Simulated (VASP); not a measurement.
Ta, 6 atoms in the cell. It takes space group Fd-3m (No. 227, cubic). The conventional cell has a = 7.678 Å, b = 7.678 Å, c = 7.678 Å, α = 90.00°, β = 90.00°, γ = 90.00°. Within 3.6 Å of Ta (site symmetry -3m) lie 12 Ta at 2.71 to 3.18 Å. Ta (site symmetry -43m) has 16 Ta at 3.18 to 3.32 Å within 4.2 Å. 

| Quantity | Value |
| --- | --- |
| Program | VASP 6.6.1 |
| Task | density of states |
| Functional | PBE |
| Potentials or basis | VASP PAW PBE potentials, release 64 (Ta_pv) |
| Cutoff | 520 eV |
| k mesh | 8 × 8 × 8 |
| Occupations | gaussian, width 0.1 eV |
| Spin | no spin polarisation |
| Dipole correction | no |
| k mesh for the DOS | 12 × 12 × 12 |
| Occupations for the DOS | tetrahedron |
| Further INCAR settings | ALGO = Fast; EDIFF = 1e-07 |

Potentials or basis: VASP PAW PBE potentials, release 64 (Ta_pv).

The run is started by

```sh
$ cat potpaw_PBE.64/Ta_pv/POTCAR > POTCAR
$ cp INCAR.step1 INCAR
$ cp KPOINTS.step1 KPOINTS
$ mpirun -np 1 vasp_std > vasp.out
$ cp INCAR.step2 INCAR
$ cp KPOINTS.step2 KPOINTS
$ mpirun -np 1 vasp_std > vasp.out
```

Hardware: 1 thread of Intel(R) Xeon(R) 6975P-C (Granite Rapids), with other jobs on the host.

Problem. Estimate the wall time of this run.

Solution. Run time: 3 min on 1 thread of Intel(R) Xeon(R) 6975P-C (Granite Rapids) (shared host), peak memory 0.36 GiB. Counts: k points 72.
